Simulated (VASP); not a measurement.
# SiN (P-6m2) in VASP: single point with PBE

Aim: the single point of SiN with PBE.

Everything below comes from runs of VASP 6.6.1. Logs are shortened: lines on timing, memory, paths and dates and some standing lists are left out, and cuts for length are marked.

## 1. The cell of the first run

Symmetry: P-6m2, No. 187, hexagonal system. The conventional cell has a = 2.863 Å, b = 2.863 Å, c = 2.792 Å, α = 90.00°, β = 90.00°, γ = 120.00°. Within 2.9 Å of Si (site symmetry -6m2) lie 6 N at 2.16 Å and 8 Si at 2.79 to 2.86 Å. N (site symmetry -6m2) has 6 Si at 2.16 Å and 8 N at 2.79 to 2.86 Å within 2.9 Å.

## 2. Single point, PBE, collinear spin, ferromagnetic start

Input file INCAR:

```
SYSTEM = SiN
PREC = Accurate
ENCUT = 600
EDIFF = 1E-6
ISMEAR = 0
SIGMA = 0.1
LREAL = .False.
LASPH = .True.
NELM = 200
ALGO = Normal
ISIF = 2
LWAVE = .False.
LCHARG = .False.
ISPIN = 2
MAGMOM = 0 1
LORBIT = 11
GGA = PE
NBANDS = 16
GGA_COMPAT = .False.
```

Input file KPOINTS:

```
regular mesh
0
Gamma
  6 6 6
  0 0 0
```

Input file POSCAR:

```
SiN
1.0
    2.8628097350      0.0000000000      0.0000000000
   -1.4314048675      2.4792659567      0.0000000000
    0.0000000000      0.0000000000      2.7922374524
Si N
1 1
Direct
    0.0000000000      0.0000000000      0.0000000000
    0.6666666667      0.3333333333      0.5000000000
```

Potentials or basis: VASP PAW PBE potentials, release 64 (Si, N).

Launch:

```sh
> cat potpaw_PBE.64/Si/POTCAR potpaw_PBE.64/N/POTCAR > POTCAR
> mpirun -np 1 vasp_std > vasp.out
```

OUTCAR:

```text
SYSTEM = SiN
   PREC = Accurate
   ENCUT = 600
   EDIFF = 1E-6
   ISMEAR = 0
   LREAL = .False.
   LASPH = .True.
   NELM = 200
   ISIF = 2
   ISPIN = 2
   LORBIT = 11
   GGA = PE

 ion  position               nearest neighbor table
   1  0.000  0.000  0.000-   2 2.16   2 2.16   2 2.16   2 2.16   2 2.16   2 2.16
   2  0.667  0.333  0.500-   1 2.16   1 2.16   1 2.16   1 2.16   1 2.16   1 2.16

  LATTYP: Found a hexagonal cell.
 ALAT       =     2.8628097350
 C/A-ratio  =     0.9753485949

  Lattice vectors:

 A1 = (   2.8628097350,   0.0000000000,   0.0000000000)
 A2 = (  -1.4314048675,   2.4792659567,   0.0000000000)
 A3 = (   0.0000000000,   0.0000000000,   2.7922374524)

Analysis of symmetry for initial positions (statically):
=====================================================================
 Subroutine PRICEL returns:
 Original cell was already a primitive cell.

 Routine SETGRP: Setting up the symmetry group for a
 hexagonal supercell.

 Subroutine GETGRP returns: Found 12 space group operations
 (whereof 12 operations were pure point group operations)
 out of a pool of 24 trial point group operations.

The static configuration has the point symmetry D_3h.

Analysis of symmetry for dynamics (positions and initial velocities):
=====================================================================
 Subroutine PRICEL returns:
 Original cell was already a primitive cell.

 Routine SETGRP: Setting up the symmetry group for a
 hexagonal supercell.

 Subroutine GETGRP returns: Found 12 space group operations
 (whereof 12 operations were pure point group operations)
 out of a pool of 24 trial point group operations.

The dynamic configuration has the point symmetry D_3h.

Analysis of structural, dynamic, and magnetic symmetry:
=====================================================================
 Subroutine PRICEL returns:
 Original cell was already a primitive cell.

 Routine SETGRP: Setting up the symmetry group for a
 hexagonal supercell.

 Subroutine GETGRP returns: Found 12 space group operations
 (whereof 12 operations were pure point group operations)
 out of a pool of 24 trial point group operations.

The overall configuration has the point symmetry D_3h.

 Subroutine INISYM returns: Found 12 space group operations
 (whereof 12 operations are pure point group operations),
 and found     1 'primitive' translations

----------------------------------------------------------------------------------------

                                     Primitive cell

  volume of cell :      19.8184

  direct lattice vectors                    reciprocal lattice vectors
     2.862809735  0.000000000  0.000000000     0.349307182  0.201672595  0.000000000
    -1.431404867  2.479265957  0.000000000     0.000000000  0.403345191  0.000000000
     0.000000000  0.000000000  2.792237452     0.000000000  0.000000000  0.358135731

  length of vectors
     2.862809735  2.862809735  2.792237452     0.403345191  0.403345191  0.358135731

  position of ions in fractional coordinates (direct lattice)
     0.000000000  0.000000000  0.000000000
     0.666666667  0.333333333  0.500000000

  ion indices of the primitive-cell ions
   primitive index   ion index
                 1           1
                 2           2

----------------------------------------------------------------------------------------

 KPOINTS: regular mesh

Automatic generation of k-mesh.
 Grid dimensions read from file:
 generate k-points for:    6    6    6

 Generating k-lattice:

  Cartesian coordinates                     Fractional coordinates (reciprocal lattice)
     0.058217864  0.033612099  0.000000000     0.166666667  0.000000000  0.000000000
     0.000000000  0.067224198  0.000000000     0.000000000  0.166666667  0.000000000
     0.000000000  0.000000000  0.059689288     0.000000000  0.000000000  0.166666667

  Length of vectors
     0.067224198  0.067224198  0.059689288

  Shift w.r.t. Gamma in fractional coordinates (k-lattice)
     0.000000000  0.000000000  0.000000000

 Subroutine IBZKPT returns following result:
 ===========================================

 Found     28 irreducible k-points:

 Following reciprocal coordinates:
            Coordinates               Weight
  0.000000  0.000000  0.000000      1.000000
  0.166667 -0.000000  0.000000      6.000000
  0.333333 -0.000000  0.000000      6.000000
  0.500000  0.000000  0.000000      3.000000
  0.166667  0.166667  0.000000      6.000000
  0.333333  0.166667  0.000000     12.000000
[... 16 lines left out ...]
  0.166667 -0.000000  0.500000      6.000000
  0.333333 -0.000000  0.500000      6.000000
 [... further k-points ...]
   k-points           NKPTS =     28   k-points in BZ     NKDIM =     28   number of bands    NBANDS=     16
   number of dos      NEDOS =    301   number of ions     NIONS =      2
   total plane-waves  NPLWV =  13824
   dimension x,y,z NGX =    24 NGY =   24 NGZ =   24
   dimension x,y,z NGXF=    48 NGYF=   48 NGZF=   48
   ions per type =               1   1
   NGX,Y,Z   is equivalent  to a cutoff of  13.94, 13.94, 14.29 a.u.
   NGXF,Y,Z  is equivalent  to a cutoff of  27.87, 27.87, 28.58 a.u.
 SYSTEM =  SiN
   PREC   = accura    normal or accurate (medium, high low for compatibility)
   ISTART =      0    job   : 0-new  1-cont  2-samecut
   ICHARG =      2    charge: 1-file 2-atom 10-const
   ISPIN  =      2    spin polarized calculation?
   LNONCOLLINEAR =      F non collinear calculations
   LSORBIT =      F    spin-orbit coupling
   LASPH  =      T    aspherical Exc in radial PAW
   ENCUT  =  600.0 eV  44.10 Ry    6.64 a.u.   5.72  5.72  5.58*2*pi/ulx,y,z
   NELM   =    200;   NELMIN=  2; NELMDL= -5     # of ELM steps
   EDIFF  = 0.1E-05   stopping-criterion for ELM
   LREAL  =      F    real-space projection
   EDIFFG = 0.1E-04   stopping-criterion for IOM
   NSW    =      0    number of steps for IOM
   IBRION =     -1    ionic relax: 0-MD 1-quasi-New 2-CG
   NFREE  =      0    steps in history (QN), initial steepest desc. (CG)
   ISIF   =      2    stress and relaxation
   ISYM   =      2    0-nonsym 1-usesym 2-fastsym
   POTIM  = 0.5000    time-step for ionic-motion
   TEBEG  =    0.0;   TEEND  =   0.0 temperature during run
   PSTRESS=    0.0 pullay stress
   NELECT =       9.0000    total number of electrons
   NUPDOWN=      -1.0000    fix difference up-down
   EMIN   =  10.00;   EMAX   =-10.00  energy-range for DOS
   EFERMI =   0.00;   METHOD = LEGACY
   ISMEAR =     0;   SIGMA  =   0.10  broadening in eV -4-tet -1-fermi 0-gaus
   EFERMI_NEDOS =   21; number of points for ismear=-14 and -15
   IALGO  =     38    algorithm
   IMIX   =      4    mixing-type and parameters
     AMIX     =   0.40;   BMIX     =  1.00
     AMIX_MAG =   1.60;   BMIX_MAG =  1.00
  volume/ion in A,a.u.               =       9.91        66.87
  Fermi-wavevector in a.u.,A,eV,Ry     =   1.258345  2.377927 21.543898  1.583432
  Thomas-Fermi vector in A             =   2.391959
   LORBIT       =     11    0 simple, 1 ext, 2 COOP (PROOUT), +10 PAW based schemes
   GGA     = PE    functional components
   LHFCALC =     F    Hartree Fock is set to
   AEXX    =    0.0000 exact exchange contribution
   IVDW    =     0    specifies the selected vdW correction
   LEPSILON=     F    determine dielectric tensor
   LRPA    =     F    only Hartree local field effects (RPA)
 spin polarized calculation
 Gauss-broadening in eV      SIGMA  =   0.10
  energy-cutoff  :      600.00
  volume of cell :       19.82
 maximum number of plane-waves:       672
 NGX is ok and might be reduce to    24
   NGX = 11   NGY = 11   NGZ = 11

 number of electron       9.0000000 magnetization       0.0037308

 number of electron       9.0000000 magnetization      -0.0001103

 Free energy of the ion-electron system (eV)
  ---------------------------------------------------
  ext. energy  EPLUGINS =         0.00000000
  ---------------------------------------------------
  free energy    TOTEN  =       -12.71054953 eV

  energy without entropy =      -12.70789957  energy(sigma->0) =      -12.70922455

 E-fermi :  10.7391     XC(G=0): -11.9363

 val. band max:       10.5782225296   @ k =   0.1667   0.1667   0.0000
 cond. band min:      10.7852503582   @ k =   0.3333   0.1667   0.5000
 fundamental gap:      0.2070278286
 Fermi energy:        10.7390528790

 spin component 1

 k-point     1 :       0.0000    0.0000    0.0000
  band No.  band energies     occupation
      1      -8.8068      1.00000
      2       6.1714      1.00000
      3       7.5086      1.00000
      4       7.8184      1.00000
      5       7.8184      1.00000
      6      15.9258      0.00000
[... 8 lines left out ...]
     15      37.1069      0.00000
     16      37.1069      0.00000

 k-point     2 :       0.1667   -0.0000    0.0000
  band No.  band energies     occupation
      1      -8.3106      1.00000
      2       4.7268      1.00000
      3       6.5003      1.00000
      4       7.2846      1.00000
      5       9.2873      1.00000
      6      14.6808      0.00000
[... 8 lines left out ...]
     15      35.8030      0.00000
     16      37.5111      0.00000

 k-point     3 :       0.3333   -0.0000    0.0000
  band No.  band energies     occupation
      1      -6.9861      1.00000
      2       1.3179      1.00000
      3       6.4306      1.00000
      4       7.2780      1.00000
      5      10.0456      1.00000
      6      13.7985      0.00000
[... 8 lines left out ...]
     15      36.3831      0.00000
     16      39.7699      0.00000
[... 362 lines left out ...]
 k-point    23 :       0.1667   -0.0000    0.5000
  band No.  band energies     occupation
      1      -5.9603      1.00000
      2      -1.5523      1.00000
      3       6.8441      1.00000
      4       8.4420      1.00000
      5      12.2007      0.00000
      6      15.3131      0.00000
[... 8 lines left out ...]
     15      33.9796      0.00000
     16      36.9496      0.00000

 k-point    24 :       0.3333   -0.0000    0.5000
  band No.  band energies     occupation
      1      -4.9319      1.00000
      2       0.0926      1.00000
      3       3.9188      1.00000
      4       7.8120      1.00000
      5       8.1392      1.00000
      6      15.2666      0.00000
[... 8 lines left out ...]
     15      39.1255      0.00000
     16      39.9791      0.00000

 [... further k-points ...]

 spin component 2

 k-point     1 :       0.0000    0.0000    0.0000
  band No.  band energies     occupation
      1      -8.8068      1.00000
      2       6.1715      1.00000
      3       7.5083      1.00000
      4       7.8186      1.00000
      5       7.8186      1.00000
      6      15.9257      0.00000
[... 8 lines left out ...]
     15      37.1066      0.00000
     16      37.1066      0.00000

 k-point     2 :       0.1667   -0.0000    0.0000
  band No.  band energies     occupation
      1      -8.3105      1.00000
      2       4.7268      1.00000
      3       6.5004      1.00000
      4       7.2849      1.00000
      5       9.2871      1.00000
      6      14.6806      0.00000
[... 8 lines left out ...]
     15      35.8027      0.00000
     16      37.5109      0.00000

 k-point     3 :       0.3333   -0.0000    0.0000
  band No.  band energies     occupation
      1      -6.9860      1.00000
      2       1.3178      1.00000
      3       6.4308      1.00000
      4       7.2781      1.00000
      5      10.0452      1.00000
      6      13.7983      0.00000
[... 8 lines left out ...]
     15      36.3828      0.00000
     16      39.7745      0.00000
[... 362 lines left out ...]
 k-point    23 :       0.1667   -0.0000    0.5000
  band No.  band energies     occupation
      1      -5.9601      1.00000
      2      -1.5526      1.00000
      3       6.8444      1.00000
      4       8.4423      1.00000
      5      12.2004      0.00000
      6      15.3132      0.00000
[... 8 lines left out ...]
     15      33.9792      0.00000
     16      36.9495      0.00000

 k-point    24 :       0.3333   -0.0000    0.5000
  band No.  band energies     occupation
      1      -4.9316      1.00000
      2       0.0924      1.00000
      3       3.9190      1.00000
      4       7.8123      1.00000
      5       8.1388      1.00000
      6      15.2661      0.00000
[... 8 lines left out ...]
     15      39.1255      0.00000
     16      39.9786      0.00000

 [... further k-points ...]

------------------------ aborting loop because EDIFF is reached ----------------------------------------

  FORCE on cell =-STRESS in cart. coord.  units (eV):
  Direction    XX          YY          ZZ          XY          YZ          ZX
  --------------------------------------------------------------------------------------
  -------------------------------------------------------------------------------------
  Total       -1.7823636     -1.7823636     -2.7494667      0.0000000      0.0000000      0.0000000
  in kB     -144.0916876   -144.0916876   -222.2752450      0.0000000      0.0000000      0.0000000
  external PRESSURE =    -170.1528734 kB  Pullay stress =       0.0000000 kB

 VOLUME and BASIS-vectors are now :
 -----------------------------------------------------------------------------
  energy-cutoff  :      600.00
  volume of cell :       19.82
      direct lattice vectors                 reciprocal lattice vectors
     2.862809735  0.000000000  0.000000000     0.349307182  0.201672595  0.000000000
    -1.431404867  2.479265957  0.000000000     0.000000000  0.403345191  0.000000000
     0.000000000  0.000000000  2.792237452     0.000000000  0.000000000  0.358135731

 POSITION                                       TOTAL-FORCE (eV/Angst)
 -----------------------------------------------------------------------------------
      0.00000      0.00000      0.00000         0.000000     -0.000000      0.000000
      1.43140      0.82642      1.39612         0.000000      0.000000      0.000000
 -----------------------------------------------------------------------------------
    total drift:                               -0.000000      0.000000      0.000000

  FREE ENERGIE OF THE ION-ELECTRON SYSTEM (eV)
  ---------------------------------------------------
  free  energy   TOTEN  =       -12.7105495337 eV

  energy  without entropy=      -12.7078995719  energy(sigma->0) =      -12.70922455

 total charge

# of ion       s       p       d       tot
------------------------------------------
    1        0.778   0.635   0.000   1.412
    2        1.280   2.331   0.000   3.611
--------------------------------------------------
tot          2.058   2.965   0.000   5.023

 magnetization (x)

# of ion       s       p       d       tot
------------------------------------------
    1       -0.000  -0.000   0.000  -0.000
    2        0.000   0.000   0.000   0.000
--------------------------------------------------
tot         -0.000  -0.000   0.000  -0.000
```

It took 25 s on 1 thread of Intel Xeon 8259CL, shared host; peak memory 0.15 GiB.

Results:

```
Free energy                                           : -12.7105 eV
Pressure                                              : -17.0 GPa
Net moment                                            : 0.00 μB per cell
Valence electrons inside the program's atomic spheres : Si 1.41; N 3.61
```

Stress tensor (GPa, compression positive):
```
-14.41   0.00   0.00
  0.00 -14.41   0.00
  0.00   0.00 -22.23
```

Caveat: the k points lie up to 0.42 Å⁻¹ apart.
